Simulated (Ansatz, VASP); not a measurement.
# Na3ZrB in VASP and in Ansatz

INCAR

```
SYSTEM = Na3ZrB
PREC = Accurate
ENCUT = 600
EDIFF = 1E-6
ISMEAR = 0
SIGMA = 0.1
LREAL = .False.
LASPH = .True.
NELM = 60
ALGO = Fast
ISIF = 3
LWAVE = .False.
LCHARG = .False.
GGA = PE
IBRION = 2
NSW = 100
EDIFFG = -0.01
```

The input KPOINTS:

```
Automatic mesh
0
Gamma
  8 8 8
  0 0 0
```

The input POSCAR:

```
Na3ZrB
1.0
    4.9792057637      0.0000000000      0.0000000000
    0.0000000000      4.9792057637      0.0000000000
    0.0000000000      0.0000000000      4.9792057637
Na Zr B
3 1 1
Direct
    0.0000000000      0.5000000000      0.5000000000
    0.5000000000      0.0000000000      0.5000000000
    0.5000000000      0.5000000000      0.0000000000
    0.0000000000      0.0000000000      0.0000000000
    0.5000000000      0.5000000000      0.5000000000
```

Input for Ansatz:

```yaml
crystal:
  lattice:
    - [4.9792057637, 0.0, 0.0]
    - [0.0, 4.9792057637, 0.0]
    - [0.0, 0.0, 4.9792057637]
  atoms:
    - { symbol: Na, position: [0.0, 0.5, 0.5] }
    - { symbol: Na, position: [0.5, 0.0, 0.5] }
    - { symbol: Na, position: [0.5, 0.5, 0.0] }
    - { symbol: Zr, position: [0.0, 0.0, 0.0] }
    - { symbol: B, position: [0.5, 0.5, 0.5] }
basis:
  ecutwfc: 420
kpoints:
  mp_grid: { grid: [8, 8, 8] }
hamiltonian:
  xc: pbe
scf:
  occupations: { method: gaussian, width: 0.1 }
output:
  forces: true
  stress: true
  eigenvalues: true
relax:
  adjacent_minimum: "off"
  f_tol: 0.01
  max_steps: 80
  cell: { stress_tol: 0.05 }
```

Alike in both runs: task relaxation of cell and atoms; functional PBE; k mesh 8 × 8 × 8; occupations gaussian, width 0.1 eV; no spin polarisation.

|  | VASP | Ansatz |
| --- | --- | --- |
| version | VASP 6.6.1 | Ansatz 0.2.0 |
| potentials or method | VASP PAW PBE potentials, release 64 (Na_pv, Zr_sv, B), cutoff 600 eV | scalar-relativistic, plane waves, PAW |
| valence electrons in the cell | 36 | 42 |

|  | VASP | Ansatz | Ansatz less VASP |
| --- | --- | --- | --- |
| gap on the k mesh at the Fermi level, each at its own relaxed structure (eV) | none | none | - |
| relaxed volume (Å³/atom) | 24.88 | 24.92 | +0.035 |
| relaxed length of the cell vector where the two differ most in proportion (Å) | 4.992 | 4.995 | +0.0023 |

A gap of «none» marks a metal or a gap that the smearing closes. VASP's potentials hold 36 valence electrons a cell and Ansatz's 42, so a difference there can come from the potentials and not from the codes.
